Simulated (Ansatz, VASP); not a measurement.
## Two plane-wave programs on As

INCAR

```
  PREC = Accurate
  ENCUT = 520
  EDIFF = 1E-6
  ISMEAR = 0
  SIGMA = 0.1
  LREAL = False
  LASPH = True
  NELM = 100
  ALGO = Normal
  ISIF = 2
  LWAVE = False
  LCHARG = True
  GGA = PE
  LELF = True
  LVHAR = True
  NBANDS = 18
```

The input KPOINTS:

```
Automatic mesh
0
Gamma
  4 4 6
```

Contents of POSCAR:

```
As
1.0
    5.2103367200      0.0000000000      0.0000000000
    0.0000000000      5.2103367200      0.0000000000
    0.0000000000      0.0000000000      3.1723584700
As
4
Direct
    0.7974080100      0.7974080100      0.0000000000
    0.2025919900      0.2025919900      0.0000000000
    0.7025919900      0.2974080100      0.5000000000
    0.2974080100      0.7025919900      0.5000000000
```

Input for Ansatz:

```yaml
crystal:
  lattice:
    - [5.21033672, 0.0, 0.0]
    - [0.0, 5.21033672, 0.0]
    - [0.0, 0.0, 3.17235847]
  atoms:
    - { symbol: As, position: [0.79740801, 0.79740801, 0.0] }
    - { symbol: As, position: [0.20259199, 0.20259199, 0.0] }
    - { symbol: As, position: [0.70259199, 0.29740801, 0.5] }
    - { symbol: As, position: [0.29740801, 0.70259199, 0.5] }
basis:
  ecutwfc: 420
kpoints:
  mp_grid: { grid: [4, 4, 6] }
hamiltonian:
  xc: pbe
scf:
  occupations: { method: gaussian, width: 0.1 }
  lower_state_search: "off"
output:
  forces: true
  stress: true
  eigenvalues: true
```

Alike in both runs: task single point; functional PBE; k mesh 4 × 4 × 6; occupations gaussian, width 0.1 eV; no spin polarisation.

|  | VASP | Ansatz |
| --- | --- | --- |
| version | VASP 6.6.1 | Ansatz 0.2.0 |
| potentials or method | VASP PAW PBE potentials, release 64 (As), cutoff 520 eV | scalar-relativistic, plane waves, PAW |
| valence electrons in the cell | 20 | 60 |

Ansatz gave:

| Property | Result |
| --- | --- |
| gap on the k mesh at the Fermi level (eV) | none |
| pressure (GPa) | -6.9 |
| traceless stress, the component that is largest in VASP (GPa) | -1.42 |
| rms of the force components (eV/Å) | 0.052 |

What did VASP give for the same quantities?

gap on the k mesh at the Fermi level (eV): none; pressure (GPa): -6.9; traceless stress, the component that is largest in VASP (GPa): -1.43; rms of the force components (eV/Å): 0.053.

Atom by atom the forces differ by 0.000 eV/Å (rms over components). A gap of «none» marks a metal or a gap that the smearing closes. VASP's potentials hold 20 valence electrons a cell and Ansatz's 60, so a difference there can come from the potentials and not from the codes.
